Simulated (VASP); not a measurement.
# Ti6C in VASP: a series of runs, part 2 of 2

VASP 6.6.1. The steps go on from the part before.

**4. Relaxation of the atoms, PBE**

File INCAR:

```
SYSTEM = Ti6C
PREC     = Accurate       ! precision mode
ENCUT    = 520            ! plane-wave cutoff, eV
EDIFF    = 1E-7           ! SCF threshold, eV
ISMEAR   = 0              ! smearing method
SIGMA    = 0.1            ! smearing width, eV
LREAL    = .False.        ! projectors in reciprocal space
LASPH    = .True.         ! aspherical terms in the spheres
NELM     = 120            ! most SCF steps
ALGO     = Normal         ! electronic algorithm
ISIF     = 2              ! what is computed and relaxed
LWAVE    = .False.        ! write WAVECAR
LCHARG   = .False.        ! write CHGCAR
LDIPOL   = .True.       
IDIPOL   = 3            
DIPOL    = 0.5 0.5 0.356
GGA      = PE             ! functional
IBRION   = 2              ! ionic algorithm
NSW      = 36             ! ionic steps
EDIFFG   = -0.025         ! ionic threshold
GGA_COMPAT= .False.      
NELMIN   = 4            
NELMDL   = -8           
KPAR     = 4
```

File KPOINTS:

```
Automatic mesh
0
Gamma
  9 6 1
  0 0 0
```

File POSCAR:

```
Ti6C
1.0
    2.8319727860      0.0000000000      0.0000000000
    0.0000000000      4.5793473380      0.0000000000
    0.0000000000      0.0000000000     22.0506909065
Ti C
6 1
Selective dynamics
Direct
    0.5000000000      0.0000000000      0.1814002118  F F F
    0.0000000000      0.5000000000      0.2413504290  F F F
    0.5000000000      0.0000000000      0.3013006462  F F F
    0.5000000000      0.5000000000      0.3625816208  F F F
    0.0000000000      0.0000000000      0.4208167734  F F F
    0.5000000000      0.5000000000      0.4784743912  F F F
    0.8333333333      0.9000000000      0.5084054261  F F T
```

Potentials or basis: VASP PAW PBE potentials, release 64 (Ti_sv, C).

Started as:

```console
> cat potpaw_PBE.64/Ti_sv/POTCAR potpaw_PBE.64/C/POTCAR > POTCAR
> mpirun -np 4 vasp_std > vasp.out
```

OUTCAR:

```text
SYSTEM = Ti6C
   PREC = Accurate
   ENCUT = 520
   EDIFF = 1E-7
   ISMEAR = 0
   LREAL = .False.
   LASPH = .True.
   NELM = 120
   ISIF = 2
   GGA = PE
   IBRION = 2
   NSW = 36
   EDIFFG = -0.025
   NELMIN = 4
   NELMDL = -8

 ion  position               nearest neighbor table
   1  0.500  0.000  0.181-   3 2.64
   2  0.000  0.500  0.241-
   3  0.500  0.000  0.301-   1 2.64   4 2.66   4 2.66
   4  0.500  0.500  0.363-   6 2.56   3 2.66   3 2.66
   5  0.000  0.000  0.421-   7 2.04
   6  0.500  0.500  0.478-   7 2.16   4 2.56
   7  0.833  0.900  0.508-   5 2.04   6 2.16

  LATTYP: Found a simple orthorhombic cell.
[... 342 lines left out ...]
  ---------------------------------------------------
  free energy    TOTEN  =       -51.69359340 eV

  energy without entropy =      -51.65373975  energy(sigma->0) =      -51.67366658

 E-fermi :   0.5862     XC(G=0):  -5.3634

 val. band max:        0.5801807699   @ k =   0.2222   0.3333   0.0000
 cond. band min:       0.5954310102   @ k =   0.2222  -0.3333   0.0000
 fundamental gap:      0.0152502403
 Fermi energy:         0.5861597213

 k-point     1 :       0.0000    0.0000    0.0000
  band No.  band energies     occupation
      1     -56.4490      2.00000
      2     -56.3584      2.00000
      3     -56.2471      2.00000
      4     -55.9909      2.00000
      5     -55.8178      2.00000
      6     -55.6510      2.00000
[... 1141 lines left out ...]
     44       1.8187      0.00000
     45       1.8351      0.00000

 [... further k-points ...]

------------------------ aborting loop because EDIFF is reached ----------------------------------------

 vacuum level on the upper side and lower side of the slab       (xc-potential included)         0.635        -1.015

  FORCE on cell =-STRESS in cart. coord.  units (eV):
  Direction    XX          YY          ZZ          XY          YZ          ZX
  --------------------------------------------------------------------------------------
  -------------------------------------------------------------------------------------
  Total       -1.7698740     -9.0365150      1.9167197      0.4514706     -0.3693096     -1.4681160
  in kB       -9.9160356    -50.6286902     10.7387647      2.5294448     -2.0691230     -8.2253823
  external PRESSURE =     -16.6019870 kB  Pullay stress =       0.0000000 kB
[... 22 lines left out ...]
  FREE ENERGIE OF THE ION-ELECTRON SYSTEM (eV)
  ---------------------------------------------------
  free  energy   TOTEN  =       -51.6935934026 eV

  energy  without entropy=      -51.6537397523  energy(sigma->0) =      -51.67366658

 reached required accuracy - stopping structural energy minimisation

 vacuum level on the upper side and lower side of the slab         5.498         3.806
```

Wall time 9.2 min (4 MPI ranks of Intel Xeon Platinum 8488C (Sapphire Rapids), shared host); peak memory 0.58 GiB.

Results:

```
Free energy               : -51.6936 eV
Energy gained by relaxing : 27.7 meV/atom
Ionic steps               : 4
Band gap on the k mesh    : zero (bands 38 and 39 overlap by 0.18 eV)
```

Step by step:
```csv
step,energy change (eV),largest force on free atoms (eV/Å),pressure (GPa)
1,0.0000,2.0655,-2.64
2,-0.1570,1.0160,-2.11
3,-0.1941,0.0310,-1.64
4,-0.1941,0.0250,-1.66
```

Final structure:
```
CELL_PARAMETERS angstrom
2.83197 0.00000 0.00000
0.00000 4.57935 0.00000
0.00000 0.00000 22.05069
ATOMIC_POSITIONS crystal
Ti 0.50000 0.00000 0.18140
Ti 0.00000 0.50000 0.24135
Ti 0.50000 0.00000 0.30130
Ti 0.50000 0.50000 0.36258
Ti 0.00000 0.00000 0.42082
Ti 0.50000 0.50000 0.47847
C 0.83333 0.90000 0.50078
```

**5. Summary**

| task | cell | atoms held fixed (from 0) | atoms held along some axes (from 0) | gap on the mesh (eV) | largest force (eV/Å) |
| --- | --- | --- | --- | --- | --- |
| single point | as given, atomic positions A | - | - | none | 3.21 |
| single point | as given, atomic positions B | - | - | none | 2.15 |
| relaxation of the atoms | atoms relaxed, atomic positions C | [0, 1, 2, 3, 4, 5] | atom 6 along a and b | none | - |

Alike in all rows: level PBE; potentials or basis VASP PAW PBE potentials, release 64 (Ti_sv, C); no spin polarisation; k mesh 9 × 6 × 1; cutoff (eV) 520; smearing gaussian 0.1 eV.

Total energies depend on the potentials used, so only differences within one code and one set of settings carry meaning.
